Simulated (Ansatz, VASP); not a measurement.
## PbS in VASP and in Ansatz

Contents of INCAR:

```
PREC = Accurate
ENCUT = 520
EDIFF = 1E-6
ISMEAR = 0
SIGMA = 0.03
LREAL = F
LASPH = T
NELM = 60
ALGO = Normal
ISIF = 2
LWAVE = F
LCHARG = F
GGA = PE
IVDW = 12
NBANDS = 17
```

File KPOINTS:

```
Automatic mesh
0
Gamma
  10 10 10
```

Contents of POSCAR:

```
PbS
1.0
    0.0000000000      2.8908750000      2.9650000000
    2.8908750000      0.0000000000      2.9650000000
    2.8908750000      2.8908750000      0.0000000000
Pb S
1 1
Direct
    0.0000000000      0.0000000000      0.0000000000
    0.5000000000      0.5000000000      0.5000000000
```

Input for Ansatz:

```yaml
crystal:
  lattice:
    - [0.0, 2.890875, 2.965]
    - [2.890875, 0.0, 2.965]
    - [2.890875, 2.890875, 0.0]
  atoms:
    - { symbol: Pb, position: [0.0, 0.0, 0.0] }
    - { symbol: S, position: [0.5, 0.5, 0.5] }
basis:
  ecutwfc: 420
kpoints:
  mp_grid: { grid: [10, 10, 10] }
hamiltonian:
  xc: pbe
  dispersion: d3bj
scf:
  occupations: { method: gaussian, width: 0.03 }
output:
  forces: true
  stress: true
  eigenvalues: true
```

Change from the starting cell: strain -0.025 along x and y, +0.000 along z, atoms carried along.

Alike in both runs: task single point; functional PBE; dispersion D3(BJ); k mesh 10 × 10 × 10; occupations gaussian, width 0.03 eV; no spin polarisation.

|  | VASP | Ansatz |
| --- | --- | --- |
| version | VASP 6.6.1 | Ansatz 0.2.0 |
| potentials or method | VASP PAW PBE potentials, release 64 (Pb_d, S), cutoff 520 eV | scalar-relativistic, plane waves, PAW |
| valence electrons in the cell | 20 | 20 |

Ansatz gave:

```
gap on the k mesh at the Fermi level (eV)                     : 0.13
least direct gap on the mesh (eV)                             : 0.13
pressure (GPa)                                                : 3.5
traceless stress, the component that is largest in VASP (GPa) : -2.67
```

Task: Estimate VASP's values.

Result: gap on the k mesh at the Fermi level (eV): 0.14; least direct gap on the mesh (eV): 0.14; pressure (GPa): 3.4; traceless stress, the component that is largest in VASP (GPa): -2.67.

Neither program's run includes spin-orbit coupling.
